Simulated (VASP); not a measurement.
A run of VASP 6.6.1:

The input INCAR:

```
SYSTEM = Sn2PdAu
PREC = Accurate
ENCUT = 520
EDIFF = 1E-6
ISMEAR = -1
SIGMA = 0.05
LREAL = .FALSE.
LASPH = .TRUE.
NELM = 80
ALGO = Normal
ISIF = 2
LWAVE = .FALSE.
LCHARG = .TRUE.
GGA = PS
LELF = .TRUE.
LVHAR = .TRUE.
NBANDS = 32
```

Contents of KPOINTS:

```
Automatic mesh
0
G
  7 7 5
  0 0 0
```

Contents of POSCAR:

```
Sn2PdAu
1.0
    4.2446662792      0.0000000000      0.0000000000
   -2.1223331395      3.6759888283      0.0000000000
    0.0000000000      0.0000000000      5.8100565648
Au Sn Pd
1 2 1
Direct
    0.0000000000      0.0000000000      0.5000000000
    0.6666666667      0.3333333333      0.7645303700
    0.3333333333      0.6666666667      0.2354696300
    0.0000000000      0.0000000000      0.0000000000
```

Potentials or basis: VASP PAW PBE potentials, release 64 (Au, Sn_d, Pd).

Launch:

```bash
$ cat potpaw_PBE.64/Au/POTCAR potpaw_PBE.64/Sn_d/POTCAR potpaw_PBE.64/Pd/POTCAR > POTCAR
$ mpirun -np 1 vasp_std > vasp.out
```

Hardware: 1 thread of Intel(R) Xeon(R) Platinum 8488C (Sapphire Rapids) (shared host).

Estimate the wall time of this run.

Run time: 56 s on 1 thread of Intel(R) Xeon(R) Platinum 8488C (Sapphire Rapids), on a shared host, peak memory 0.27 GiB. Counts: scf iterations 13, k points 32.
